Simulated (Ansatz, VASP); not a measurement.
# Two plane-wave programs on Al

The input INCAR:

```
ALGO     = Fast           # electronic algorithm
EDIFF    = 1E-7           # SCF threshold, eV
ENCUT    = 520            # plane-wave cutoff, eV
GGA      = PS             # functional
ISIF     = 2              # what is computed and relaxed
ISMEAR   = 0              # smearing method
LASPH    = True           # aspherical terms in the spheres
LCHARG   = False          # write CHGCAR
LREAL    = False          # projectors in reciprocal space
LWAVE    = False          # write WAVECAR
NBANDS   = 10             # bands
NELM     = 100            # most SCF steps
PREC     = Accurate       # precision mode
SIGMA    = 0.15           # smearing width, eV
```

File KPOINTS:

```
k-points
0
Gamma
  18 18 10
```

File POSCAR:

```
Al
1.0
    2.6901000000      0.0000000000      0.0000000000
   -1.3450500000      2.3296949387      0.0000000000
    0.0000000000      0.0000000000      4.5641000000
Al
2
Direct
    0.6666666667      0.3333333333      0.7500000000
    0.3333333333      0.6666666667      0.2500000000
```

Input for Ansatz:

```yaml
crystal:
  lattice:
    - [2.6901, 0.0, 0.0]
    - [-1.34505, 2.3296949387, 0.0]
    - [0.0, 0.0, 4.5641]
  atoms:
    - { symbol: Al, position: [0.6666666667, 0.3333333333, 0.75] }
    - { symbol: Al, position: [0.3333333333, 0.6666666667, 0.25] }
basis:
  ecutwfc: 420
kpoints:
  mp_grid: { grid: [18, 18, 10] }
hamiltonian:
  xc: pbesol
  pseudopotentials: { kind: paw, azcp: { folder: soft_1 } }
scf:
  occupations: { method: gaussian, width: 0.15 }
output:
  forces: true
  stress: true
  eigenvalues: true
```

Alike in both runs: task single point; functional PBEsol; k mesh 18 × 18 × 10; occupations gaussian, width 0.15 eV; no spin polarisation.

|  | VASP | Ansatz |
| --- | --- | --- |
| version | VASP 6.6.1 | Ansatz 0.2.0 |
| potentials or method | VASP PAW PBE potentials, release 64 (Al), cutoff 520 eV | scalar-relativistic, plane waves, PAW |
| valence electrons in the cell | 6 | 6 |

```tsv
	VASP	Ansatz	Ansatz less VASP
gap on the k mesh at the Fermi level (eV)	none	none	-
pressure (GPa)	14.1	14.0	-0.15
traceless stress, the component that is largest in VASP (GPa)	-1.89	-1.86	+0.025
```

VASP's potentials were made for PBE, not for PBEsol, and Ansatz warns of the same on its side. A gap of «none» marks a metal or a gap that the smearing closes.
